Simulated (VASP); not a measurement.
Wanted: the native input for a VASP 6.6.1 run.

* Task: single point
* Functional: PBE
* Potentials or basis: VASP PAW PBE potentials, release 64 (Au)
* Cutoff: 500 eV
* k mesh: 10 × 10 × 10
* Occupations: methfessel-paxton, width 0.05 eV
* Spin: no spin polarisation
* Dipole correction: no
* Further INCAR settings: ALGO = Normal; EDIFF = 1e-06; NBANDS = 12

The structure of Au lies in POSCAR:

```
Au
1.0
    0.0000000000      2.0089795590      2.0089795590
    2.0089795590      0.0000000000      2.0089795590
    2.0089795590      2.0089795590      0.0000000000
Au
1
Direct
    0.0000000000      0.0000000000      0.0000000000
```

The input as run:

INCAR

```
PREC = Accurate
ENCUT = 500
EDIFF = 1E-6
ISMEAR = 1
SIGMA = 0.05
LREAL = False
LASPH = True
NELM = 120
ALGO = Normal
ISIF = 2
LWAVE = False
LCHARG = False
GGA = PE
NBANDS = 12
GGA_COMPAT = False
```

KPOINTS

```
Automatic mesh
0
Gamma
  10 10 10
```

Potentials or basis: VASP PAW PBE potentials, release 64 (Au).

Launch:

```sh
$ cat potpaw_PBE.64/Au/POTCAR > POTCAR
$ mpirun -np 1 vasp_std > vasp.out
```

It gave:

| Property | Result |
| --- | --- |
| Pressure | 19.6 GPa |
| Band gap on the k mesh | zero (an odd number of electrons rules out a gap without spin polarisation) |

Caveat: the cell stands under pressure; spin-orbit coupling is left out, which moves the levels of the heavy elements.

Wall time 11 s on 1 thread of Intel(R) Xeon(R) Platinum 8488C (Sapphire Rapids), with other jobs on the host, peak memory 0.14 GiB.
